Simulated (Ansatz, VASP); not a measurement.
Cu: VASP beside Ansatz

INCAR

```
SYSTEM = Cu
ALGO = Normal
EDIFF = 1E-6
ENCUT = 520
GGA = PE
ISIF = 2
ISMEAR = 1
LASPH = .TRUE.
LCHARG = .FALSE.
LREAL = .FALSE.
LWAVE = .FALSE.
NBANDS = 12
NELM = 100
PREC = Accurate
SIGMA = 0.01
```

File KPOINTS:

```
k-points
0
G
  20 20 20
  0 0 0
```

File POSCAR:

```
Cu
1.0
   -1.4427933200      1.4427933200      1.3760814500
    1.4427933200     -1.4427933200      1.3760814500
    1.4427933200      1.4427933200     -1.3760814500
Cu
1
Direct
    0.0000000000      0.0000000000      0.0000000000
```

Input for Ansatz:

```yaml
crystal:
  lattice:
    - [-1.44279332, 1.44279332, 1.37608145]
    - [1.44279332, -1.44279332, 1.37608145]
    - [1.44279332, 1.44279332, -1.37608145]
  atoms:
    - { symbol: Cu, position: [0.0, 0.0, 0.0] }
basis:
  ecutwfc: 420
kpoints:
  mp_grid: { grid: [20, 20, 20] }
hamiltonian:
  xc: pbe
scf:
  occupations: { method: cold, width: 0.01 }
output:
  forces: true
  stress: true
  eigenvalues: true
```

Alike in both runs: task single point; functional PBE; k mesh 20 × 20 × 20; no spin polarisation.

```csv
,VASP,Ansatz
version,VASP 6.6.1,Ansatz 0.2.0
potentials or method,"VASP PAW PBE potentials, release 64 (Cu), cutoff 520 eV","scalar-relativistic, plane waves, PAW"
occupations,"methfessel-paxton of order 1, width 0.01 eV","cold, width 0.01 eV"
valence electrons in the cell,11,19
```

|  | VASP | Ansatz | Ansatz less VASP |
| --- | --- | --- | --- |
| gap on the k mesh at the Fermi level (eV) | none | none | - |
| pressure (GPa) | 7.8 | 7.2 | -0.57 |
| traceless stress, the component that is largest in VASP (GPa) | -0.42 | -0.42 | +0.001 |

A gap of «none» marks a metal or a gap that the smearing closes. VASP's potentials hold 11 valence electrons a cell and Ansatz's 19, so a difference there can come from the potentials and not from the codes.
